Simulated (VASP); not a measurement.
Crystal: CuO.

```
CELL_PARAMETERS angstrom
2.32650 -1.70500 0.00000
2.32650 1.70500 0.00000
-0.84130 0.00000 5.03824
ATOMIC_POSITIONS crystal
Cu 0.00000 0.50000 0.00000
Cu 0.50000 0.00000 0.50000
O 0.58400 0.41600 0.25000
O 0.41600 0.58400 0.75000
```

Base run:

* Program: VASP 6.6.1
* Functional: PBE
* Potentials or basis: VASP PAW PBE potentials, release 64 (Cu, O)
* Cutoff: 600 eV
* k mesh: 8 × 8 × 5
* Occupations: fermi-dirac, width 0.1 eV
* Spin: collinear spin, ferromagnetic start
* Starting moments: [0.63, 0.63, 0.32, 0.32] μB
* Hubbard terms: Cu d U = 4.0 eV

Its results: pressure 7.1 GPa; largest force 0.069 eV/Å.

**Question.** The run is repeated on the same cell with these changes: spin from collinear spin, ferromagnetic start to no spin polarisation; further incar settings from ALGO = Normal; EDIFF = 1e-06; NBANDS = 29 to ALGO = Normal; EDIFF = 1e-06; NBANDS = 25. What comes out?

**Answer.** Pressure 5.7 GPa; largest force 0.190 eV/Å.

Caveats: the cell stands under pressure; U without spin polarisation on a metal has little footing (at least some runs).
